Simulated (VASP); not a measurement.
# TiB2 (P6/mmm) in VASP: settings compared, part 2 of 2

VASP 6.6.1.

**4. Density of states, PBEsol+U**

Input file POSCAR:

```
TiB2
1.0
    3.0292000000      0.0000000000      0.0000000000
   -1.5146000000      2.6233641531      0.0000000000
    0.0000000000      0.0000000000      3.2284000000
Ti B
1 2
Direct
    0.0000000000      0.0000000000      0.0000000000
    0.6666666667      0.3333333333      0.5000000000
    0.3333333333      0.6666666667      0.5000000000
```

Input file INCAR.step1:

```
PREC = Accurate
ENCUT = 520
EDIFF = 1E-6
ISMEAR = -1
SIGMA = 0.05
LREAL = False
LASPH = True
NELM = 150
ALGO = Normal
ISIF = 2
LWAVE = False
LCHARG = True
LMAXMIX = 4
LDAU = True
LDAUTYPE = 2
LDAUL = 2 -1
LDAUU = 4 0
LDAUJ = 0 0
LDAUPRINT = 1
GGA = PS
NBANDS = 16
```

Input file KPOINTS.step1:

```
Automatic mesh
0
Gamma
  10 10 8
```

Input file INCAR.step2:

```
PREC = Accurate
ENCUT = 520
EDIFF = 1E-6
ISMEAR = -5
SIGMA = 0.05
LREAL = False
LASPH = True
NELM = 150
ALGO = Normal
ISIF = 2
LWAVE = False
LCHARG = False
LMAXMIX = 4
LDAU = True
LDAUTYPE = 2
LDAUL = 2 -1
LDAUU = 4 0
LDAUJ = 0 0
LDAUPRINT = 1
GGA = PS
LORBIT = 11
NEDOS = 1001
ICHARG = 11
```

Input file KPOINTS.step2:

```
Automatic mesh
0
Gamma
  15 15 12
```

Potentials or basis: VASP PAW PBE potentials, release 64 (Ti_sv, B).

The run is started by

```console
cat potpaw_PBE.64/Ti_sv/POTCAR potpaw_PBE.64/B/POTCAR > POTCAR
cp INCAR.step1 INCAR
cp KPOINTS.step1 KPOINTS
mpirun -np 1 vasp_std > vasp.out
cp INCAR.step2 INCAR
cp KPOINTS.step2 KPOINTS
mpirun -np 1 vasp_std > vasp.out
```

OUTCAR:

```text
PREC = Accurate
   ENCUT = 520
   EDIFF = 1E-6
   ISMEAR = -5
   LREAL = False
   LASPH = True
   NELM = 150
   ISIF = 2
   GGA = PS
   LORBIT = 11
   ICHARG = 11

 ion  position               nearest neighbor table
   1  0.000  0.000  0.000-   2 2.38   3 2.38   2 2.38   3 2.38   3 2.38   3 2.38   2 2.38   2 2.38
                             2 2.38   2 2.38   3 2.38   3 2.38
   2  0.667  0.333  0.500-   3 1.75   3 1.75   3 1.75   1 2.38   1 2.38   1 2.38   1 2.38   1 2.38
                             1 2.38
   3  0.333  0.667  0.500-   2 1.75   2 1.75   2 1.75   1 2.38   1 2.38   1 2.38   1 2.38   1 2.38
                             1 2.38

  LATTYP: Found a hexagonal cell.
 ALAT       =     3.0292000000
 C/A-ratio  =     1.0657599366

  Lattice vectors:

 A1 = (   3.0292000000,   0.0000000000,   0.0000000000)
 A2 = (  -1.5146000000,   2.6233641531,   0.0000000000)
 A3 = (   0.0000000000,   0.0000000000,   3.2284000000)

Analysis of symmetry for initial positions (statically):
=====================================================================
 Subroutine PRICEL returns:
 Original cell was already a primitive cell.

 Routine SETGRP: Setting up the symmetry group for a
 hexagonal supercell.

 Subroutine GETGRP returns: Found 24 space group operations
 (whereof 24 operations were pure point group operations)
 out of a pool of 24 trial point group operations.

The static configuration has the point symmetry D_6h.

Analysis of symmetry for dynamics (positions and initial velocities):
=====================================================================
 Subroutine PRICEL returns:
 Original cell was already a primitive cell.

 Routine SETGRP: Setting up the symmetry group for a
 hexagonal supercell.

 Subroutine GETGRP returns: Found 24 space group operations
 (whereof 24 operations were pure point group operations)
 out of a pool of 24 trial point group operations.

The dynamic configuration has the point symmetry D_6h.
[... 176 lines left out ...]
  o =  0.2008  v =  0.0000  0.0000  0.0000  0.0000  0.0000  0.0000  0.0000 -0.0000 -1.0000  0.0000      0.0000  0.0000  0.0000  0.0000  0.0000  0.0000  0.0000  0.0000  0.0000  0.0000

 number of electron      18.0000002 magnetization

 Free energy of the ion-electron system (eV)
  ---------------------------------------------------
  ext. energy  EPLUGINS =         0.00000000
  ---------------------------------------------------
  free energy    TOTEN  =       -22.58007037 eV

  energy without entropy =      -22.58007037  energy(sigma->0) =      -22.58007037

 E-fermi :  10.5090     XC(G=0): -12.8830

 val. band max:       10.5156271187   @ k =   0.0667   0.0000   0.3333
 cond. band min:      10.3387935094   @ k =   0.4000   0.2000   0.0000
 fundamental gap:     -0.1768336094
 Fermi energy:        10.5090360885

 k-point     1 :       0.0000    0.0000    0.0000
  band No.  band energies     occupation
      1     -47.4538      2.00000
      2     -23.8730      2.00000
      3     -23.5611      2.00000
      4     -23.5611      2.00000
      5      -3.4373      2.00000
      6       7.6879      2.00000
      7       7.6879      2.00000
      8       7.7111      2.00000
      9       8.2662      2.00000
     10      12.4021      0.00000
     11      12.4021      0.00000
     12      14.0524      0.00000
     13      14.0524      0.00000
[... 354 lines left out ...]
  band No.  band energies     occupation
      1     -47.3958      2.00000
      2     -23.9074      2.00000
      3     -23.8013      2.00000
      4     -23.7388      2.00000
      5       1.2024      2.00000
      6       1.3173      2.00000
      7       4.2880      2.00000
      8       7.6027      2.00000
      9       9.7522      2.00000
     10      10.3388      0.74697
     11      12.4260      0.00000
     12      13.2059      0.00000
     13      15.9490      0.00000

 [... further k-points ...]
[... 5 lines left out ...]
  --------------------------------------------------------------------------------------
  -------------------------------------------------------------------------------------
  Total        0.5205555      0.5205555      0.7312083      0.0000000      0.0000000     -0.0000000
  in kB       32.5090111     32.5090111     45.6644051      0.0000000      0.0000000     -0.0000000
  external PRESSURE =      36.8941424 kB  Pullay stress =       0.0000000 kB

 VOLUME and BASIS-vectors are now :
 -----------------------------------------------------------------------------
  energy-cutoff  :      520.00
  volume of cell :       25.66
      direct lattice vectors                 reciprocal lattice vectors
     3.029200000  0.000000000  0.000000000     0.330120164  0.190594965  0.000000000
    -1.514600000  2.623364153  0.000000000     0.000000000  0.381189931  0.000000000
     0.000000000  0.000000000  3.228400000     0.000000000  0.000000000  0.309750960

 POSITION                                       TOTAL-FORCE (eV/Angst)
 -----------------------------------------------------------------------------------
      0.00000      0.00000      0.00000         0.000000      0.000000      0.000000
      1.51460      0.87445      1.61420         0.000000      0.000000      0.000000
     -0.00000      1.74891      1.61420        -0.000000     -0.000000      0.000000
 -----------------------------------------------------------------------------------
    total drift:                                0.000000      0.000000     -0.000000

  FREE ENERGIE OF THE ION-ELECTRON SYSTEM (eV)
  ---------------------------------------------------
  free  energy   TOTEN  =       -22.5800703692 eV

  energy  without entropy=      -22.5800703692  energy(sigma->0) =      -22.58007037

 total charge

# of ion       s       p       d       tot
------------------------------------------
    1        2.188   6.229   1.910  10.327
    2        0.683   1.339   0.000   2.022
    3        0.683   1.339   0.000   2.022
--------------------------------------------------
tot          3.555   8.906   1.910  14.371
```

OUTCAR.step1:

```text
PREC = Accurate
   ENCUT = 520
   EDIFF = 1E-6
   ISMEAR = -1
   LREAL = False
   LASPH = True
[... 721 lines left out ...]
      0.00000      0.00000      0.00000        -0.000000     -0.000000      0.000000
      1.51460      0.87445      1.61420         0.000000      0.000000     -0.000000
     -0.00000      1.74891      1.61420         0.000000     -0.000000      0.000000
 -----------------------------------------------------------------------------------
    total drift:                               -0.000000      0.000000      0.000000

  FREE ENERGIE OF THE ION-ELECTRON SYSTEM (eV)
  ---------------------------------------------------
  free  energy   TOTEN  =       -22.5763034103 eV

  energy  without entropy=      -22.5697608189  energy(sigma->0) =      -22.57303211
```

Wall time 21 s (1 thread of Intel Xeon 6975P-C (Granite Rapids), shared host); peak memory 0.18 GiB.

What came out:

```yaml
Valence_electrons_inside_the_program's_atomic_spheres: Ti 10.33; B 2.02
```

Levels at points of the mesh, in eV from the Fermi level:
| k point | band 5 | band 6 | band 7 | band 8 | band 9 | band 10 | band 11 | band 12 | band 13 |
| --- | --- | --- | --- | --- | --- | --- | --- | --- | --- |
| (0.00, 0.00, 0.00) | -13.95 | -2.82 | -2.82 | -2.80 | -2.24 | 1.89 | 1.89 | 3.54 | 3.54 |
| (0.00, 0.00, 0.50) | -11.99 | -8.17 | -0.88 | -0.88 | -0.27 | -0.27 | 0.39 | 0.39 | 1.71 |

Eigenvalues of the final occupation matrices:
| site | spin | trace | eigenvalues |
| --- | --- | --- | --- |
| site 1 d | 1 | 0.97 | 0.17 0.20 0.20 0.20 0.20 |
| site 1 d | 2 | 0.97 | 0.17 0.20 0.20 0.20 0.20 |

Caveat: the PAW data sets were made with another functional, which shifts forces and pressure a little; U without spin polarisation on a metal has little footing; the U is typed as a test and isn't derived for this compound; tetrahedron occupations give inexact forces and stress in metals.

**5. Density of states, PBEsol+U**

POSCAR is that of step 4.

Input file INCAR.step1:

```
ALGO = Normal
EDIFF = 1E-6
ENCUT = 520
GGA = PS
ISIF = 2
ISMEAR = -1
LASPH = True
LCHARG = True
LDAU = True
LDAUJ = 0 0
LDAUL = 2 -1
LDAUPRINT = 1
LDAUTYPE = 2
LDAUU = 6 0
LMAXMIX = 4
LREAL = False
LWAVE = False
NBANDS = 16
NELM = 150
PREC = Accurate
SIGMA = 0.05
```

Input file KPOINTS.step1:

```
k-points
0
Gamma
  10 10 8
```

Input file INCAR.step2:

```
ALGO = Normal
EDIFF = 1E-6
ENCUT = 520
GGA = PS
ICHARG = 11
ISIF = 2
ISMEAR = -5
LASPH = True
LCHARG = False
LDAU = True
LDAUJ = 0 0
LDAUL = 2 -1
LDAUPRINT = 1
LDAUTYPE = 2
LDAUU = 6 0
LMAXMIX = 4
LORBIT = 11
LREAL = False
LWAVE = False
NEDOS = 1001
NELM = 150
PREC = Accurate
SIGMA = 0.05
```

Input file KPOINTS.step2:

```
k-points
0
Gamma
  15 15 12
```

The run is started by

```console
cat potpaw_PBE.64/Ti_sv/POTCAR potpaw_PBE.64/B/POTCAR > POTCAR
cp INCAR.step1 INCAR
cp KPOINTS.step1 KPOINTS
mpirun -np 1 vasp_std > vasp.out
cp INCAR.step2 INCAR
cp KPOINTS.step2 KPOINTS
mpirun -np 1 vasp_std > vasp.out
```

Run time: 21 s. Hardware: 1 thread of Intel Xeon 6975P-C (Granite Rapids), shared host; peak memory 0.19 GiB.

The run converged. Its results:

```
Valence electrons inside the program's atomic spheres : Ti 10.27; B 2.03
```

Levels at points of the mesh, in eV from the Fermi level:
```tsv
k point	band 6	band 7	band 8	band 9	band 10	band 11	band 12	band 13
(0.00, 0.00, 0.00)	-3.02	-2.90	-2.90	-2.25	1.95	1.95	3.52	3.52
(0.00, 0.00, 0.50)	-8.42	-1.04	-1.04	-0.27	-0.27	0.41	0.41	1.80
```

Eigenvalues of the final occupation matrices:
| site | spin | trace | eigenvalues |
| --- | --- | --- | --- |
| site 1 d | 1 | 0.93 | 0.16 0.19 0.19 0.19 0.19 |
| site 1 d | 2 | 0.93 | 0.16 0.19 0.19 0.19 0.19 |

Caveat: the PAW data sets were made with another functional, which shifts forces and pressure a little; U without spin polarisation on a metal has little footing; the U is typed as a test and isn't derived for this compound; tetrahedron occupations give inexact forces and stress in metals.
